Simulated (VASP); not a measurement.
# KI (Cmmm) in VASP: further runs

The runs below take KI through density of states, phonons, with PBE+D3(BJ), LDA.

Program: VASP 6.6.1. These are calculated values, not measurements. Logs are shortened: lines on timing, memory, paths and dates and some standing lists are left out, and cuts for length are marked.

## (1) The cell of the first run

The typed cell holds 2 atoms: a = 4.236 Å, b = 4.236 Å, c = 4.238 Å, α = 90.00°, β = 90.00°, γ = 90.05°.

## (2) Density of states, PBE+D3(BJ)

The input, POSCAR:

```
KI
1.0
    2.9939027802     -2.9964268261      0.0000000000
    2.9939027802      2.9964268261      0.0000000000
    0.0000000000      0.0000000000      4.2384759234
K I
1 1
Direct
    0.0000000000      0.0000000000      0.0000000000
    0.5000000000      0.5000000000      0.5000000000
```

The input, INCAR.step1:

```
SYSTEM = KI
  ALGO = Normal
  EDIFF = 1E-7
  ENCUT = 520
  GGA = PE
  ISIF = 2
  ISMEAR = 0
  IVDW = 12
  LASPH = .TRUE.
  LCHARG = .TRUE.
  LREAL = .FALSE.
  LWAVE = .FALSE.
  NBANDS = 15
  NELM = 100
  PREC = Accurate
  SIGMA = 0.02
```

The input, KPOINTS.step1:

```
k-points
0
G
  6 6 6
  0 0 0
```

The input, INCAR.step2:

```
SYSTEM = KI
  ALGO = Normal
  EDIFF = 1E-7
  ENCUT = 520
  GGA = PE
  ICHARG = 11
  ISIF = 2
  ISMEAR = -5
  IVDW = 12
  LASPH = .TRUE.
  LCHARG = .FALSE.
  LORBIT = 10
  LREAL = .FALSE.
  LWAVE = .FALSE.
  NBANDS = 15
  NEDOS = 2001
  NELM = 100
  PREC = Accurate
  SIGMA = 0.02
```

The input, KPOINTS.step2:

```
k-points
0
G
  9 9 9
  0 0 0
```

Potentials or basis: VASP PAW PBE potentials, release 64 (K_sv, I).

The run is started by

```
> cat potpaw_PBE.64/K_sv/POTCAR potpaw_PBE.64/I/POTCAR > POTCAR
> cp INCAR.step1 INCAR
> cp KPOINTS.step1 KPOINTS
> mpirun -np 1 vasp_std > vasp.out
> cp INCAR.step2 INCAR
> cp KPOINTS.step2 KPOINTS
> mpirun -np 1 vasp_std > vasp.out
```

OUTCAR:

```text
SYSTEM = KI
   EDIFF = 1E-7
   ENCUT = 520
   GGA = PE
   ICHARG = 11
   ISIF = 2
   ISMEAR = -5
   IVDW = 12
   LASPH = .TRUE.
   LORBIT = 10
   LREAL = .FALSE.
   NELM = 100
   PREC = Accurate
 IVDW          = 12

 ion  position               nearest neighbor table
   1  0.000  0.000  0.000-   2 3.67   2 3.67   2 3.67   2 3.67   2 3.67   2 3.67   2 3.67   2 3.67

   2  0.500  0.500  0.500-   1 3.67   1 3.67   1 3.67   1 3.67   1 3.67   1 3.67   1 3.67   1 3.67

  LATTYP: Found a base centered orthorhombic cell.
 ALAT       =     5.9878055604
 B/A-ratio  =     1.0008430621
 C/A-ratio  =     0.7078512955

  Lattice vectors:

 A1 = (   2.9939027802,  -2.9964268261,   0.0000000000)
 A2 = (   2.9939027802,   2.9964268261,   0.0000000000)
 A3 = (   0.0000000000,   0.0000000000,   4.2384759234)

Analysis of symmetry for initial positions (statically):
=====================================================================
 Subroutine PRICEL returns:
 Original cell was already a primitive cell.

 Routine SETGRP: Setting up the symmetry group for a
 base centered orthorhombic supercell.

 Subroutine GETGRP returns: Found  8 space group operations
 (whereof  8 operations were pure point group operations)
 out of a pool of  8 trial point group operations.

The static configuration has the point symmetry D_2h.

Analysis of symmetry for dynamics (positions and initial velocities):
=====================================================================
 Subroutine PRICEL returns:
 Original cell was already a primitive cell.

 Routine SETGRP: Setting up the symmetry group for a
 base centered orthorhombic supercell.

 Subroutine GETGRP returns: Found  8 space group operations
 (whereof  8 operations were pure point group operations)
 out of a pool of  8 trial point group operations.

The dynamic configuration has the point symmetry D_2h.

 Subroutine INISYM returns: Found  8 space group operations
 (whereof  8 operations are pure point group operations),
 and found     1 'primitive' translations

----------------------------------------------------------------------------------------

                                     Primitive cell

  volume of cell :      76.0468

  direct lattice vectors                    reciprocal lattice vectors
     2.993902780 -2.996426826  0.000000000     0.167006091 -0.166865413  0.000000000
     2.993902780  2.996426826  0.000000000     0.167006091  0.166865413  0.000000000
     0.000000000  0.000000000  4.238475923     0.000000000  0.000000000  0.235933864

  length of vectors
     4.235803062  4.235803062  4.238475923     0.236082825  0.236082825  0.235933864

  position of ions in fractional coordinates (direct lattice)
     0.000000000  0.000000000  0.000000000
     0.500000000  0.500000000  0.500000000

  ion indices of the primitive-cell ions
   primitive index   ion index
                 1           1
                 2           2

----------------------------------------------------------------------------------------

 KPOINTS: k-points

Automatic generation of k-mesh.
 Grid dimensions read from file:
 generate k-points for:    9    9    9

 Generating k-lattice:

  Cartesian coordinates                     Fractional coordinates (reciprocal lattice)
     0.018556232 -0.018540601  0.000000000     0.111111111 -0.000000000  0.000000000
     0.018556232  0.018540601  0.000000000    -0.000000000  0.111111111  0.000000000
     0.000000000  0.000000000  0.026214874     0.000000000  0.000000000  0.111111111

  Length of vectors
     0.026231425  0.026231425  0.026214874

  Shift w.r.t. Gamma in fractional coordinates (k-lattice)
     0.000000000  0.000000000  0.000000000

 TETIRR: Found   1097 inequivalent tetrahedra from     4374

 Subroutine IBZKPT returns following result:
 ===========================================

 Found    125 irreducible k-points:

 Following reciprocal coordinates:
            Coordinates               Weight
  0.000000  0.000000  0.000000      1.000000
  0.111111  0.000000  0.000000      4.000000
  0.222222  0.000000  0.000000      4.000000
  0.333333  0.000000  0.000000      4.000000
  0.444444  0.000000  0.000000      4.000000
  0.111111  0.111111  0.000000      2.000000
[... 16 lines left out ...]
 -0.333333  0.333333  0.000000      2.000000
  0.444444  0.444444  0.000000      2.000000
 [... further k-points ...]
   k-points           NKPTS =    125   k-points in BZ     NKDIM =    125   number of bands    NBANDS=     15
   number of dos      NEDOS =   2001   number of ions     NIONS =      2
   total plane-waves  NPLWV =  32768
   dimension x,y,z NGX =    32 NGY =   32 NGZ =   32
   dimension x,y,z NGXF=    64 NGYF=   64 NGZF=   64
   ions per type =               1   1
   NGX,Y,Z   is equivalent  to a cutoff of  12.56, 12.56, 12.55 a.u.
   NGXF,Y,Z  is equivalent  to a cutoff of  25.12, 25.12, 25.10 a.u.
 SYSTEM =  KI
   PREC   = accura    normal or accurate (medium, high low for compatibility)
   ISTART =      0    job   : 0-new  1-cont  2-samecut
   ICHARG =     11    charge: 1-file 2-atom 10-const
   ISPIN  =      1    spin polarized calculation?
   LNONCOLLINEAR =      F non collinear calculations
   LSORBIT =      F    spin-orbit coupling
   LASPH  =      T    aspherical Exc in radial PAW
   ENCUT  =  520.0 eV  38.22 Ry    6.18 a.u.   7.88  7.88  7.88*2*pi/ulx,y,z
   NELM   =    100;   NELMIN=  2; NELMDL=  0     # of ELM steps
   EDIFF  = 0.1E-06   stopping-criterion for ELM
   LREAL  =      F    real-space projection
   EDIFFG = 0.1E-05   stopping-criterion for IOM
   NSW    =      0    number of steps for IOM
   IBRION =     -1    ionic relax: 0-MD 1-quasi-New 2-CG
   NFREE  =      0    steps in history (QN), initial steepest desc. (CG)
   ISIF   =      2    stress and relaxation
   ISYM   =      2    0-nonsym 1-usesym 2-fastsym
   POTIM  = 0.5000    time-step for ionic-motion
   TEBEG  =    0.0;   TEEND  =   0.0 temperature during run
   PSTRESS=    0.0 pullay stress
   NELECT =      16.0000    total number of electrons
   NUPDOWN=      -1.0000    fix difference up-down
   EMIN   =  10.00;   EMAX   =-10.00  energy-range for DOS
   EFERMI =   0.00;   METHOD = LEGACY
   ISMEAR =    -5;   SIGMA  =   0.02  broadening in eV -4-tet -1-fermi 0-gaus
   EFERMI_NEDOS =   21; number of points for ismear=-14 and -15
   IALGO  =     38    algorithm
   IMIX   =      4    mixing-type and parameters
     AMIX     =   0.40;   BMIX     =  1.00
     AMIX_MAG =   1.60;   BMIX_MAG =  1.00
  volume/ion in A,a.u.               =      38.02       256.59
  Fermi-wavevector in a.u.,A,eV,Ry     =   0.973691  1.840009 12.899331  0.948074
  Thomas-Fermi vector in A             =   2.104091
   LORBIT       =     10    0 simple, 1 ext, 2 COOP (PROOUT), +10 PAW based schemes
   GGA     = PE    functional components
   LHFCALC =     F    Hartree Fock is set to
   AEXX    =    0.0000 exact exchange contribution
   IVDW    =    12    specifies the selected vdW correction
   LEPSILON=     F    determine dielectric tensor
   LRPA    =     F    only Hartree local field effects (RPA)
 non-spin polarized calculation
 Fermi weights with tetrahedron method with Bloechl corrections
  energy-cutoff  :      520.00
  volume of cell :       76.05
 maximum number of plane-waves:      2087

 number of electron      15.9999997 magnetization

 Free energy of the ion-electron system (eV)
  ---------------------------------------------------
  ext. energy  EPLUGINS =         0.00000000
  ---------------------------------------------------
  free energy    TOTEN  =        -5.40609658 eV

  energy without entropy =       -5.40609658  energy(sigma->0) =       -5.40609658

 E-fermi :   1.1254     XC(G=0):  -7.8669

 val. band max:        1.1203163972   @ k =   0.4444   0.0000   0.4444
 cond. band min:       4.5700050498   @ k =   0.0000   0.0000   0.0000
 fundamental gap:      3.4496886526
 Fermi energy:         1.1253929644

 k-point     1 :       0.0000    0.0000    0.0000
  band No.  band energies     occupation
      1     -28.2074      2.00000
      2     -11.6614      2.00000
      3     -11.6613      2.00000
      4     -11.6613      2.00000
      5     -10.1244      2.00000
      6       0.7537      2.00000
      7       0.7575      2.00000
      8       0.7590      2.00000
      9       4.5700      0.00000
     10       5.8221      0.00000
     11       5.8249      0.00000
     12       9.5661      0.00000
     13       9.5712      0.00000
     14       9.5730      0.00000
     15      11.7074      0.00000

 k-point     2 :       0.1111    0.0000    0.0000
  band No.  band energies     occupation
      1     -28.2067      2.00000
      2     -11.6873      2.00000
      3     -11.6597      2.00000
      4     -11.6597      2.00000
      5     -10.0820      2.00000
      6       0.4085      2.00000
      7       0.7620      2.00000
      8       0.7666      2.00000
      9       4.8741      0.00000
     10       5.9136      0.00000
     11       6.1535      0.00000
     12       9.5204      0.00000
     13       9.5247      0.00000
     14       9.6206      0.00000
     15      11.2036      0.00000
[... 365 lines left out ...]
      3     -11.7330      2.00000
      4     -11.6431      2.00000
      5      -9.7754      2.00000
      6      -0.6155      2.00000
      7      -0.4051      2.00000
      8       0.9881      2.00000
      9       5.9302      0.00000
     10       6.7889      0.00000
     11       8.2302      0.00000
     12       8.8351      0.00000
     13       8.9020      0.00000
     14       9.2499      0.00000
     15      10.5724      0.00000

 k-point    24 :       0.4444    0.4444    0.0000
  band No.  band energies     occupation
      1     -28.1967      2.00000
      2     -11.7595      2.00000
      3     -11.7542      2.00000
      4     -11.6385      2.00000
      5      -9.7402      2.00000
      6      -0.6748      2.00000
      7      -0.6441      2.00000
      8       1.1168      2.00000
      9       5.1406      0.00000
     10       6.8561      0.00000
     11       7.9511      0.00000
     12       8.0246      0.00000
     13       9.9628      0.00000
     14      10.0774      0.00000
     15      11.0020      0.00000

 [... further k-points ...]

------------------------ aborting loop because EDIFF is reached ----------------------------------------

 Edisp (eV)   -0.53778

 E8    (eV) :    -0.2611

  FORCE on cell =-STRESS in cart. coord.  units (eV):
  Direction    XX          YY          ZZ          XY          YZ          ZX
  --------------------------------------------------------------------------------------
  -------------------------------------------------------------------------------------
  Total       0.00320    -0.00066    -0.00832    -0.00000     0.00000     0.00000
  in kB       0.06733    -0.01384    -0.17534    -0.00000     0.00000     0.00000
  external pressure =       -0.04 kB  Pullay stress =        0.00 kB

 VOLUME and BASIS-vectors are now :
 -----------------------------------------------------------------------------
  energy-cutoff  :      520.00
  volume of cell :       76.05
      direct lattice vectors                 reciprocal lattice vectors
     2.993902780 -2.996426826  0.000000000     0.167006091 -0.166865413  0.000000000
     2.993902780  2.996426826  0.000000000     0.167006091  0.166865413  0.000000000
     0.000000000  0.000000000  4.238475923     0.000000000  0.000000000  0.235933864

 POSITION                                       TOTAL-FORCE (eV/Angst)
 -----------------------------------------------------------------------------------
      0.00000      0.00000      0.00000        -0.000000      0.000000      0.000000
      2.99390      0.00000      2.11924         0.000000      0.000000      0.000000
 -----------------------------------------------------------------------------------
    total drift:                                0.000000      0.000000     -0.000000

  FREE ENERGIE OF THE ION-ELECTRON SYSTEM (eV)
  ---------------------------------------------------
  free  energy   TOTEN  =        -5.9438768337 eV

  energy  without entropy=       -5.9438768337  energy(sigma->0) =       -5.94387683

 total charge

# of ion       s       p       d       tot
------------------------------------------
    1        1.956   5.575   0.023   7.554
    2        1.496   2.848   0.003   4.347
--------------------------------------------------
tot          3.453   8.423   0.026  11.902
```

Wall time 2.1 min (1 thread of Oxide Virtual Turin-like, shared host); peak memory 0.25 GiB.

What came out:

```yaml
Valence_electrons_inside_the_program's_atomic_spheres: K 7.55; I 4.35
Dispersion_energy_per_atom: -0.269 eV
```

Caveat: spin-orbit coupling is left out, which moves the levels of the heavy elements.

## (3) Density of states, LDA

POSCAR is that of step 2.

The input, INCAR.step1:

```
SYSTEM = KI
  ALGO = Normal
  EDIFF = 1E-6
  ENCUT = 520
  GGA = CA
  ISIF = 2
  ISMEAR = 0
  LASPH = .TRUE.
  LCHARG = .TRUE.
  LREAL = .FALSE.
  LWAVE = .FALSE.
  NBANDS = 15
  NELM = 60
  PREC = Accurate
  SIGMA = 0.02
```

KPOINTS.step1 is that of step 2.

The input, INCAR.step2:

```
SYSTEM = KI
  ALGO = Normal
  EDIFF = 1E-6
  ENCUT = 520
  GGA = CA
  ICHARG = 11
  ISIF = 2
  ISMEAR = -5
  LASPH = .TRUE.
  LCHARG = .FALSE.
  LORBIT = 11
  LREAL = .FALSE.
  LWAVE = .FALSE.
  NEDOS = 1001
  NELM = 60
  PREC = Accurate
  SIGMA = 0.02
```

KPOINTS.step2 is that of step 2.

Potentials or basis: VASP PAW LDA potentials, release 64 (K_sv, I).

The run is started by

```
> cat potpaw_LDA.64/K_sv/POTCAR potpaw_LDA.64/I/POTCAR > POTCAR
> cp INCAR.step1 INCAR
> cp KPOINTS.step1 KPOINTS
> mpirun -np 1 vasp_std > vasp.out
> cp INCAR.step2 INCAR
> cp KPOINTS.step2 KPOINTS
> mpirun -np 1 vasp_std > vasp.out
```

Run time: 74 s. Hardware: 1 thread of Oxide Virtual Turin-like, shared host; peak memory 0.21 GiB.

It converged, with:

| Quantity | Value |
| --- | --- |
| Valence electrons inside the program's atomic spheres | K 7.53; I 4.33 |

Levels at points of the mesh, in eV from the valence-band top:
```csv
k point,band 4,band 5,band 6,band 7,band 8,band 9,band 10,band 11,band 12
"(0.00, 0.00, 0.00)",-12.64,-11.31,-0.38,-0.37,-0.37,3.11,4.48,4.49,8.31
```

Caveat: spin-orbit coupling is left out, which moves the levels of the heavy elements.

## (4) Phonons, PBE+D3(BJ)

The input, INCAR:

```
PREC = Accurate
ENCUT = 520
EDIFF = 1E-8
ISMEAR = 0
SIGMA = 0.01
LREAL = False
LASPH = True
NELM = 60
ALGO = Normal
ISIF = 2
LWAVE = False
LCHARG = False
GGA = PE
IVDW = 12
NBANDS = 15
IBRION = 6
NFREE = 2
POTIM = 0.015
NSW = 1
```

The input, KPOINTS:

```
regular mesh
0
Gamma
  6 6 6
```

The input, POSCAR:

```
KI
1.0
    2.9936772860     -2.9950870667      0.0000000000
    2.9936772860      2.9950870667      0.0000000000
    0.0000000000      0.0000000000      4.2345194594
K I
1 1
Direct
    0.0000000000      0.0000000000      0.0000000000
    0.5000000000      0.5000000000      0.5000000000
```

Potentials or basis: VASP PAW PBE potentials, release 64 (K_sv, I).

The run is started by

```
> cat potpaw_PBE.64/K_sv/POTCAR potpaw_PBE.64/I/POTCAR > POTCAR
> mpirun -np 1 vasp_std > vasp.out
```

OUTCAR:

```text
PREC = Accurate
   ENCUT = 520
   EDIFF = 1E-8
   ISMEAR = 0
   LREAL = False
   LASPH = True
   NELM = 60
   ISIF = 2
   GGA = PE
   IVDW = 12
   IBRION = 6
   NFREE = 2
   POTIM = 0.015
   NSW = 1
 IVDW          = 12

 ion  position               nearest neighbor table
   1  0.000  0.000  0.000-   2 3.67   2 3.67   2 3.67   2 3.67   2 3.67   2 3.67   2 3.67   2 3.67

   2  0.500  0.500  0.500-   1 3.67   1 3.67   1 3.67   1 3.67   1 3.67   1 3.67   1 3.67   1 3.67
[... 882 lines left out ...]
  x     0.00000     0.00000     0.00000     0.00000     0.00000     0.00000
  y     0.00000     0.00000     0.00000     0.00000     0.00000     0.00000
  z     0.00000     0.00000     0.00000     0.00000     0.00000     0.00000

 INTERNAL STRAIN TENSOR FOR ION    2 for displacements in x,y,z  (eV/Angst):
          X           Y           Z          XY          YZ          ZX
  --------------------------------------------------------------------------------
  x     0.00000     0.00000     0.00000     0.00000     0.00000     0.00000
  y     0.00000     0.00000     0.00000     0.00000     0.00000     0.00000
  z     0.00000     0.00000     0.00000     0.00000     0.00000     0.00000

 Eigenvectors and eigenvalues of the dynamical matrix
 ----------------------------------------------------

   1 f  =    2.473529 THz    15.541643 2PiTHz   82.508054 cm-1    10.229690 meV
             X         Y         Z           dx          dy          dz
      0.000000  0.000000  0.000000     0.873584    0.000000    0.000000
      2.993677  0.000000  2.117260    -0.486673    0.000000    0.000000
[... 21 lines left out ...]
   6 f/i=    0.004732 THz     0.029732 2PiTHz    0.157844 cm-1     0.019570 meV
             X         Y         Z           dx          dy          dz
      0.000000  0.000000  0.000000     0.000000   -0.486989    0.000000
      2.993677  0.000000  2.117260     0.000000   -0.873408    0.000000

 ELASTIC MODULI CONTR FROM IONIC RELAXATION (kBar)
 Direction    XX          YY          ZZ          XY          YZ          ZX
 --------------------------------------------------------------------------------
 XX           0.0000      0.0000      0.0000      0.0000      0.0000      0.0000
 YY           0.0000      0.0000      0.0000      0.0000      0.0000      0.0000
 ZZ           0.0000      0.0000      0.0000      0.0000      0.0000      0.0000
 XY           0.0000      0.0000      0.0000      0.0000      0.0000      0.0000
 YZ           0.0000      0.0000      0.0000      0.0000      0.0000      0.0000
 ZX           0.0000      0.0000      0.0000      0.0000      0.0000      0.0000
 --------------------------------------------------------------------------------
```

OSZICAR:

```text
N       E                     dE             d eps       ncg     rms          rms(c)
DAV:   1     0.892382719961E+02    0.89238E+02   -0.66422E+03  1560   0.921E+02
DAV:   2    -0.356978310407E+00   -0.89595E+02   -0.83824E+02  2015   0.218E+02
DAV:   3    -0.528114708000E+01   -0.49242E+01   -0.49015E+01  2248   0.447E+01
[... 137 lines left out ...]
DAV:   5    -0.540478223351E+01   -0.29102E-05   -0.16060E-05  2015   0.159E-02    0.625E-03
DAV:   6    -0.540478270017E+01   -0.46665E-06   -0.70655E-07  1966   0.538E-03    0.464E-03
DAV:   7    -0.540478278968E+01   -0.89516E-07   -0.30285E-07  1819   0.341E-03    0.253E-03
DAV:   8    -0.540478280794E+01   -0.18261E-07   -0.37900E-08  2050   0.110E-03    0.590E-04
DAV:   9    -0.540478280946E+01   -0.15150E-08   -0.16271E-09  1214   0.261E-04
  13 F= -.59433348E+01 E0= -.59433348E+01  d E =-.113667E-16
```

Wall time 6 min (1 thread of Oxide Virtual Turin-like, shared host); peak memory 0.22 GiB.

Results:

```
Highest phonon frequency at Γ, LO-TO splitting left out : 83 cm⁻¹
Dispersion energy per atom                              : -0.269 eV
```

Phonon frequencies in cm⁻¹ (negative: imaginary):
```tsv
q point	frequencies
(0.000, 0.000, 0.000)	0 0 0 82 82 83
```

Caveat: spin-orbit coupling is left out, which moves the levels of the heavy elements.
